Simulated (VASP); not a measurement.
# CaSe (Pm-3m) in VASP: notebook, part 2 of 2

VASP 6.6.1. Earlier steps stand in the parts before.

### Step 3. Single point, r2SCAN (strain +1.7%)

The input, POSCAR:

```
CaSe
1.0
    3.6947588700      0.0000000000      0.0000000000
    0.0000000000      3.6947588700      0.0000000000
    0.0000000000      0.0000000000      3.6947588700
Ca Se
1 1
Direct
    0.0000000000      0.0000000000      0.0000000000
    0.5000000000      0.5000000000      0.5000000000
```

The input, INCAR.step1:

```
ALGO = Normal
EDIFF = 1E-4
ENCUT = 520
GGA = PE
ISMEAR = 0
LASPH = T
LCHARG = F
LREAL = F
LWAVE = T
NBANDS = 15
NELM = 60
PREC = Accurate
SIGMA = 0.01
```

The input, INCAR.step2:

```
ALGO = Normal
EDIFF = 1E-6
ENCUT = 520
ISIF = 2
ISMEAR = 0
ISTART = 1
LASPH = T
LCHARG = F
LMIXTAU = T
LREAL = F
LWAVE = F
METAGGA = R2SCAN
NBANDS = 15
NELM = 60
PREC = Accurate
SIGMA = 0.01
```

The input, KPOINTS:

```
k-points
0
Gamma
  8 8 8
```

Potentials or basis: VASP PAW PBE potentials, release 64 (Ca_sv, Se).

The run is started by

```
cat potpaw_PBE.64/Ca_sv/POTCAR potpaw_PBE.64/Se/POTCAR > POTCAR
cp INCAR.step1 INCAR
mpirun -np 1 vasp_std > vasp.out
cp INCAR.step2 INCAR
mpirun -np 1 vasp_std > vasp.out
```

OUTCAR:

```text
EDIFF = 1E-6
   ENCUT = 520
   ISIF = 2
   ISMEAR = 0
   ISTART = 1
   LASPH = T
   LREAL = F
   METAGGA = R2SCAN
   NELM = 60
   PREC = Accurate

 ion  position               nearest neighbor table
   1  0.000  0.000  0.000-
   2  0.500  0.500  0.500-

  LATTYP: Found a simple cubic cell.
 ALAT       =     3.6947588700

  Lattice vectors:

 A1 = (   3.6947588700,   0.0000000000,   0.0000000000)
 A2 = (   0.0000000000,   3.6947588700,   0.0000000000)
 A3 = (   0.0000000000,   0.0000000000,   3.6947588700)

Analysis of symmetry for initial positions (statically):
=====================================================================
 Subroutine PRICEL returns:
 Original cell was already a primitive cell.

 Routine SETGRP: Setting up the symmetry group for a
 simple cubic supercell.

 Subroutine GETGRP returns: Found 48 space group operations
 (whereof 48 operations were pure point group operations)
 out of a pool of 48 trial point group operations.

The static configuration has the point symmetry O_h .

Analysis of symmetry for dynamics (positions and initial velocities):
=====================================================================
 Subroutine PRICEL returns:
 Original cell was already a primitive cell.

 Routine SETGRP: Setting up the symmetry group for a
 simple cubic supercell.

 Subroutine GETGRP returns: Found 48 space group operations
 (whereof 48 operations were pure point group operations)
 out of a pool of 48 trial point group operations.

The dynamic configuration has the point symmetry O_h .

 Subroutine INISYM returns: Found 48 space group operations
 (whereof 48 operations are pure point group operations),
 and found     1 'primitive' translations

----------------------------------------------------------------------------------------

                                     Primitive cell

  volume of cell :      50.4381

  direct lattice vectors                    reciprocal lattice vectors
     3.694758870  0.000000000  0.000000000     0.270653657  0.000000000  0.000000000
     0.000000000  3.694758870  0.000000000     0.000000000  0.270653657  0.000000000
     0.000000000  0.000000000  3.694758870     0.000000000  0.000000000  0.270653657

  length of vectors
     3.694758870  3.694758870  3.694758870     0.270653657  0.270653657  0.270653657

  position of ions in fractional coordinates (direct lattice)
     0.000000000  0.000000000  0.000000000
     0.500000000  0.500000000  0.500000000

  ion indices of the primitive-cell ions
   primitive index   ion index
                 1           1
                 2           2

----------------------------------------------------------------------------------------

 KPOINTS: k-points

Automatic generation of k-mesh.
 Grid dimensions read from file:
 generate k-points for:    8    8    8

 Generating k-lattice:

  Cartesian coordinates                     Fractional coordinates (reciprocal lattice)
     0.033831707  0.000000000  0.000000000     0.125000000  0.000000000  0.000000000
     0.000000000  0.033831707  0.000000000     0.000000000  0.125000000  0.000000000
     0.000000000  0.000000000  0.033831707     0.000000000  0.000000000  0.125000000

  Length of vectors
     0.033831707  0.033831707  0.033831707

  Shift w.r.t. Gamma in fractional coordinates (k-lattice)
     0.000000000  0.000000000  0.000000000

 Subroutine IBZKPT returns following result:
 ===========================================

 Found     35 irreducible k-points:

 Following reciprocal coordinates:
            Coordinates               Weight
  0.000000  0.000000  0.000000      1.000000
  0.125000  0.000000  0.000000      6.000000
  0.250000  0.000000  0.000000      6.000000
  0.375000  0.000000  0.000000      6.000000
  0.500000  0.000000  0.000000      3.000000
  0.125000  0.125000  0.000000     12.000000
[... 16 lines left out ...]
  0.375000  0.375000  0.125000     24.000000
  0.500000  0.375000  0.125000     24.000000
 [... further k-points ...]
   k-points           NKPTS =     35   k-points in BZ     NKDIM =     35   number of bands    NBANDS=     15
   number of dos      NEDOS =    301   number of ions     NIONS =      2
   total plane-waves  NPLWV =  21952
   dimension x,y,z NGX =    28 NGY =   28 NGZ =   28
   dimension x,y,z NGXF=    56 NGYF=   56 NGZF=   56
   ions per type =               1   1
   NGX,Y,Z   is equivalent  to a cutoff of  12.60, 12.60, 12.60 a.u.
   NGXF,Y,Z  is equivalent  to a cutoff of  25.20, 25.20, 25.20 a.u.
 SYSTEM =  unknown system
   PREC   = accura    normal or accurate (medium, high low for compatibility)
   ISTART =      1    job   : 0-new  1-cont  2-samecut
   ICHARG =      0    charge: 1-file 2-atom 10-const
   ISPIN  =      1    spin polarized calculation?
   LNONCOLLINEAR =      F non collinear calculations
   LSORBIT =      F    spin-orbit coupling
   LASPH  =      T    aspherical Exc in radial PAW
   ENCUT  =  520.0 eV  38.22 Ry    6.18 a.u.   6.87  6.87  6.87*2*pi/ulx,y,z
   NELM   =     60;   NELMIN=  2; NELMDL=  0     # of ELM steps
   EDIFF  = 0.1E-05   stopping-criterion for ELM
   LREAL  =      F    real-space projection
   EDIFFG = 0.1E-04   stopping-criterion for IOM
   NSW    =      0    number of steps for IOM
   IBRION =     -1    ionic relax: 0-MD 1-quasi-New 2-CG
   NFREE  =      0    steps in history (QN), initial steepest desc. (CG)
   ISIF   =      2    stress and relaxation
   ISYM   =      2    0-nonsym 1-usesym 2-fastsym
   POTIM  = 0.5000    time-step for ionic-motion
   TEBEG  =    0.0;   TEEND  =   0.0 temperature during run
   PSTRESS=    0.0 pullay stress
   NELECT =      16.0000    total number of electrons
   NUPDOWN=      -1.0000    fix difference up-down
   EMIN   =  10.00;   EMAX   =-10.00  energy-range for DOS
   EFERMI =   0.00;   METHOD = LEGACY
   ISMEAR =     0;   SIGMA  =   0.01  broadening in eV -4-tet -1-fermi 0-gaus
   EFERMI_NEDOS =   21; number of points for ismear=-14 and -15
   IALGO  =     38    algorithm
   IMIX   =      4    mixing-type and parameters
     AMIX     =   0.40;   BMIX     =  1.00
     AMIX_MAG =   1.60;   BMIX_MAG =  1.00
  volume/ion in A,a.u.               =      25.22       170.19
  Fermi-wavevector in a.u.,A,eV,Ry     =   1.116509  2.109895 16.960905  1.246591
  Thomas-Fermi vector in A             =   2.253123
   LORBIT       =      0    0 simple, 1 ext, 2 COOP (PROOUT), +10 PAW based schemes
   METAGGA = R2SCAN    functional components
   LHFCALC =     F    Hartree Fock is set to
   AEXX    =    0.0000 exact exchange contribution
   IVDW    =     0    specifies the selected vdW correction
   LEPSILON=     F    determine dielectric tensor
   LRPA    =     F    only Hartree local field effects (RPA)
 non-spin polarized calculation
 Gauss-broadening in eV      SIGMA  =   0.01
  energy-cutoff  :      520.00
  volume of cell :       50.44
 maximum number of plane-waves:      1382
 NGX is ok and might be reduce to    28
   NGX = 13   NGY = 13   NGZ = 13

 number of electron      15.9999993 magnetization

 Free energy of the ion-electron system (eV)
  ---------------------------------------------------
  ext. energy  EPLUGINS =         0.00000000
  ---------------------------------------------------
  free energy    TOTEN  =       -25.20941990 eV

  energy without entropy =      -25.20941990  energy(sigma->0) =      -25.20941990

 E-fermi :   3.8230     XC(G=0):  -9.7973

 val. band max:        3.6507339978   @ k =   0.5000   0.5000   0.0000
 cond. band min:       4.9648500634   @ k =   0.5000   0.5000   0.0000
 fundamental gap:      1.3141160656
 Fermi energy:         3.8229924019

 k-point     1 :       0.0000    0.0000    0.0000
  band No.  band energies     occupation
      1     -39.4373      2.00000
      2     -19.4927      2.00000
      3     -19.4927      2.00000
      4     -19.4927      2.00000
      5      -9.5821      2.00000
      6       2.8108      2.00000
      7       2.8108      2.00000
      8       2.8108      2.00000
      9       5.3020      0.00000
     10       5.3020      0.00000
     11       6.2475      0.00000
     12       8.4313      0.00000
     13       8.4313      0.00000
     14       8.4313      0.00000
     15      13.2100      0.00000
[... 397 lines left out ...]
 k-point    24 :       0.5000    0.3750    0.1250
  band No.  band energies     occupation
      1     -39.4186      2.00000
      2     -19.6084      2.00000
      3     -19.5856      2.00000
      4     -19.4864      2.00000
      5      -8.5687      2.00000
      6      -0.0013      2.00000
      7       0.4914      2.00000
      8       2.7317      2.00000
      9       5.5630      0.00000
     10       7.2947      0.00000
     11       7.3588      0.00000
     12       8.2191      0.00000
     13       9.1227      0.00000
     14      10.1894      0.00000
     15      12.1471      0.00000

 [... further k-points ...]
[... 5 lines left out ...]
  --------------------------------------------------------------------------------------
  -------------------------------------------------------------------------------------
  Total       -0.7237552     -0.7237552     -0.7237552     -0.0000000     -0.0000000      0.0000000
  in kB      -22.9902662    -22.9902662    -22.9902662     -0.0000000     -0.0000000      0.0000000
  external PRESSURE =     -22.9902662 kB  Pullay stress =       0.0000000 kB

 VOLUME and BASIS-vectors are now :
 -----------------------------------------------------------------------------
  energy-cutoff  :      520.00
  volume of cell :       50.44
      direct lattice vectors                 reciprocal lattice vectors
     3.694758870  0.000000000  0.000000000     0.270653657  0.000000000  0.000000000
     0.000000000  3.694758870  0.000000000     0.000000000  0.270653657  0.000000000
     0.000000000  0.000000000  3.694758870     0.000000000  0.000000000  0.270653657

 POSITION                                       TOTAL-FORCE (eV/Angst)
 -----------------------------------------------------------------------------------
      0.00000      0.00000      0.00000         0.000000      0.000000      0.000000
      1.84738      1.84738      1.84738         0.000000      0.000000      0.000000
 -----------------------------------------------------------------------------------
    total drift:                               -0.000000      0.000000      0.000000

  FREE ENERGIE OF THE ION-ELECTRON SYSTEM (eV)
  ---------------------------------------------------
  free  energy   TOTEN  =       -25.2094198987 eV

  energy  without entropy=      -25.2094198987  energy(sigma->0) =      -25.20941990
```

OSZICAR.step1:

```text
N       E                     dE             d eps       ncg     rms          rms(c)
DAV:   1     0.108822466086E+03    0.10882E+03   -0.76138E+03  1050   0.996E+02
DAV:   2    -0.417706519917E+01   -0.11300E+03   -0.10718E+03  1281   0.247E+02
DAV:   3    -0.877125527788E+01   -0.45942E+01   -0.45476E+01  1424   0.467E+01
DAV:   4    -0.896754898372E+01   -0.19629E+00   -0.19621E+00  1442   0.844E+00
DAV:   5    -0.896924693397E+01   -0.16980E-02   -0.16979E-02  1410   0.743E-01    0.448E+00
DAV:   6    -0.880529517355E+01    0.16395E+00   -0.17406E-01  1220   0.254E+00    0.257E+00
DAV:   7    -0.879260448383E+01    0.12691E-01   -0.83333E-02  1361   0.194E+00    0.867E-01
DAV:   8    -0.879477252844E+01   -0.21680E-02   -0.18581E-02  1086   0.939E-01    0.145E-01
DAV:   9    -0.879457669983E+01    0.19583E-03   -0.11625E-03  1382   0.312E-01    0.639E-02
DAV:  10    -0.879467693939E+01   -0.10024E-03   -0.29037E-04  1106   0.120E-01    0.147E-02
DAV:  11    -0.879469923527E+01   -0.22296E-04   -0.38556E-05   798   0.484E-02
   1 F= -.87946992E+01 E0= -.87946992E+01  d E =-.369469E-50
```

Run time: 40 s. Hardware: 1 thread of Intel Xeon 6975P-C (Granite Rapids), shared host; peak memory 0.17 GiB.

What came out:

| Property | Result |
| --- | --- |
| Free energy | -25.2094 eV |
| Pressure | -2.3 GPa |
| Band gap on the k mesh | 1.31 eV |

Levels at points of the mesh, in eV from the valence-band top:
```tsv
k point	band 5	band 6	band 7	band 8	band 9	band 10	band 11	band 12
(0.00, 0.00, 0.00)	-13.23	-0.84	-0.84	-0.84	1.65	1.65	2.60	4.78
(0.50, 0.00, 0.00)	-12.55	-4.69	-0.95	-0.95	2.55	5.03	5.13	5.14
(0.50, 0.50, 0.00)	-12.23	-3.44	-3.44	0.00	1.31	3.42	3.63	3.63
(0.50, 0.50, 0.50)	-11.70	-3.52	-3.52	-3.52	4.33	4.33	4.33	5.74
```

Caveat: the cell differs from its parent crystal (strain +1.7%); the PAW data sets were made with another functional, which shifts forces and pressure a little. A k mesh can miss the band edges.
